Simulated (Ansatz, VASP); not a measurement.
# One calculation of Y2AlN3, two programs

```
Al Y N
1.0
     5.59955   -3.11162    0.00000
     5.59955    3.11162    0.00000
     0.00000    0.00000    5.01878
Al Y N
2 4 6
Direct
  0.34012 0.65988 0.97970
  0.65988 0.34012 0.47970
  0.97560 0.34213 0.95053
  0.65787 0.02440 0.95053
  0.02440 0.65787 0.45053
  0.34213 0.97560 0.45053
  0.96604 0.33225 0.41883
  0.66775 0.03396 0.41883
  0.03396 0.66775 0.91883
  0.33225 0.96604 0.91883
  0.37629 0.62371 0.35357
  0.62371 0.37629 0.85357
```

Alike in both runs: task single point; functional PBEsol; k mesh 6 × 6 × 6; occupations gaussian, width 0.02 eV; no spin polarisation.

|  | VASP | Ansatz |
| --- | --- | --- |
| version | VASP 6.6.1 | Ansatz 0.2.0 |
| potentials or method | VASP PAW PBE potentials, release 64 (Al, Y_sv, N), cutoff 520 eV | scalar-relativistic, plane waves, PAW |
| valence electrons in the cell | 80 | 80 |

|  | VASP | Ansatz | Ansatz less VASP |
| --- | --- | --- | --- |
| gap on the k mesh at the Fermi level (eV) | 1.59 | 1.59 | +0.005 |
| least direct gap on the mesh (eV) | 1.59 | 1.59 | +0.005 |
| pressure (GPa) | -0.1 | 0.0 | +0.12 |
| rms of the force components (eV/Å) | 0.003 | 0.004 | +0.0009 |

VASP's potentials were made for PBE, not for PBEsol. Atom by atom the forces differ by 0.004 eV/Å (rms over components).
